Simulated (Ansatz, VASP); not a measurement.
Two plane-wave programs on Fe

```
Fe
1.0
    -1.43152    1.43152    1.43152
     1.43152   -1.43152    1.43152
     1.43152    1.43152   -1.43152
Fe
1
Direct
  0.88800 0.85900 0.11600
```

Alike in both runs: task single point; functional r2SCAN; k mesh 8 × 8 × 8; occupations gaussian, width 0.1 eV; collinear spin.

|  | VASP | Ansatz |
| --- | --- | --- |
| version | VASP 6.6.1 | Ansatz 0.2.0 |
| potentials or method | VASP PAW PBE potentials, release 64 (Fe), cutoff 660 eV | scalar-relativistic, plane waves, PAW |
| valence electrons in the cell | 8 | 16 |

|  | VASP | Ansatz | Ansatz less VASP |
| --- | --- | --- | --- |
| gap on the k mesh at the Fermi level (eV) | none | none | - |
| pressure (GPa) | -0.8 | 0.2 | +0.99 |
| net moment per atom (μB) | 2.62 | 2.63 | +0.011 |
| size of the moment on the site where the two differ most (μB) | 2.69 | 2.79 | +0.100 |

VASP's potentials were made for PBE, not for r2SCAN. Site moments also hang on the region over which each program counts them. A gap of «none» marks a metal or a gap that the smearing closes. VASP's potentials hold 8 valence electrons a cell and Ansatz's 16, so a difference there can come from the potentials and not from the codes. Ansatz's warnings: stability check not made.

The k mesh is coarse, so the values compare programs but aren't converged.
